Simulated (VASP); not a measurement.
A run of VASP 6.6.1 is set up as follows.

File INCAR:

```
  ALGO = Normal
  EDIFF = 1E-6
  ENCUT = 520
  GGA = PE
  ISIF = 2
  ISMEAR = 0
  LASPH = True
  LCHARG = False
  LREAL = False
  LWAVE = False
  NBANDS = 15
  NELM = 100
  PREC = Accurate
  SIGMA = 0.1
```

Contents of KPOINTS:

```
k-points
0
Gamma
  18 18 12
```

Contents of POSCAR:

```
HfB2
1.0
    3.1453892873      0.0000000000      0.0000000000
   -1.5726946436      2.7239870276      0.0000000000
    0.0000000000      0.0000000000      3.4863904578
Hf B
1 2
Direct
    0.0000000000      0.0000000000      0.0000000000
    0.3333333333      0.6666666667      0.5000000000
    0.6666666667      0.3333333333      0.5000000000
```

Potentials or basis: VASP PAW PBE potentials, release 64 (Hf_pv, B).

Command:

```console
$ cat potpaw_PBE.64/Hf_pv/POTCAR potpaw_PBE.64/B/POTCAR > POTCAR
$ mpirun -np 1 vasp_std > vasp.out
```

(1) What does it give for the band gap on the k mesh?

(2) Predict the pressure.

Results:

(1) zero (band 8 reaches 8.42 eV, above the bottom of band 9 at 7.09 eV).

(2) -0.4 GPa.

Caveat: spin-orbit coupling is left out, which moves the levels of the heavy elements.
